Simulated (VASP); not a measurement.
The system is BiTe5.

```xyz
6
Lattice="3.8262 0.0000 0.0000 0.0000 3.8262 0.0000 0.0000 0.0000 12.1393" Properties=species:S:1:pos:R:3 pbc="T T T"
Bi    1.9131    1.9131    0.0000
Te    1.9131    1.9131    4.1899
Te    1.9131    1.9131    7.9494
Te    0.0000    0.0000    1.9471
Te    0.0000    0.0000   10.1922
Te    0.0000    0.0000    6.0696
```

The cell was built from a structure type or drawn by symmetry, and may not be a known phase.

* Program: VASP 6.6.1
* Task: relaxation of cell and atoms
* Functional: PBE
* Potentials or basis: VASP PAW PBE potentials, release 64 (Bi_d, Te)
* Cutoff: 600 eV
* k mesh: 4 × 4 × 2
* Occupations: gaussian, width 0.1 eV
* Spin: no spin polarisation

At the start: pressure 0.1 GPa; volume 29.62 Å³/atom.

**Question.** How do energy, volume and symmetry change on relaxing?

**Answer.** Over 6 steps the energy falls by 14.0 meV/atom and the volume is 29.58 Å³/atom (-0.1 %); space group P4/mmm (No. 123, to 0.1 Å) before and after.

Step by step:
| step | energy change (eV) | largest force (eV/Å) | pressure (GPa) | volume (Å³) |
| --- | --- | --- | --- | --- |
| 1 | 0.0000 | 0.0569 | 0.10 | 177.71 |
| 2 | -0.0709 | 0.0518 | -0.02 | 178.14 |
| 3 | -0.0811 | 0.0665 | -0.07 | 178.28 |
| 4 | -0.0824 | 0.0650 | -0.10 | 178.33 |
| 5 | -0.0834 | 0.0502 | -0.16 | 178.41 |
| 6 | -0.0838 | 0.0240 | 0.13 | 177.48 |

Final structure:
```
Bi Te
1.0
     3.91365    0.00000    0.00000
     0.00000    3.91365    0.00000
     0.00000    0.00000   11.58707
Bi Te
1 5
Cartesian
  1.9568 1.9568 0.0000
  1.9568 1.9568 4.0009
  1.9568 1.9568 7.5862
  0.0000 3.9136 1.8609
  0.0000 0.0000 9.7262
  0.0000 3.9136 5.7935
```

Caveat: the k points lie up to 0.40 Å⁻¹ apart in the final cell, too coarse for converged energies and pressures of a metal.
